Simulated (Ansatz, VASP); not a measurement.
# Zr in VASP and in Ansatz

```
Zr
1.0
    -2.77669    2.77669    1.53077
     2.77669   -2.77669    1.53077
     2.77669    2.77669   -1.53077
Zr
2
Cartesian
  0.0000 -1.3883 -0.3827
  0.0000 1.3883 0.3827
```

Alike in both runs: functional PBE; k mesh 14 × 14 × 14; occupations fermi-dirac, width 0.1 eV; no spin polarisation.

Ansatz relaxed the structure, and its values are those at the end. VASP's run is a single point on that final structure, the one shown.

|  | VASP | Ansatz |
| --- | --- | --- |
| version | VASP 6.6.1 | Ansatz 0.2.0 |
| potentials or method | VASP PAW PBE potentials, release 64 (Zr_sv) | PAW with Ansatz's default frozen-core files, scalar-relativistic |
| plane-wave cutoff (eV) | 500 | 420 |
| valence electrons in the cell | 24 | 24 |

Ansatz gave:

* pressure (GPa): 0.0

Task: Which values does VASP return?

Result: Pressure (GPa): 0.1.

With one functional, cell and mesh, what is left measures potentials, basis and numerics.
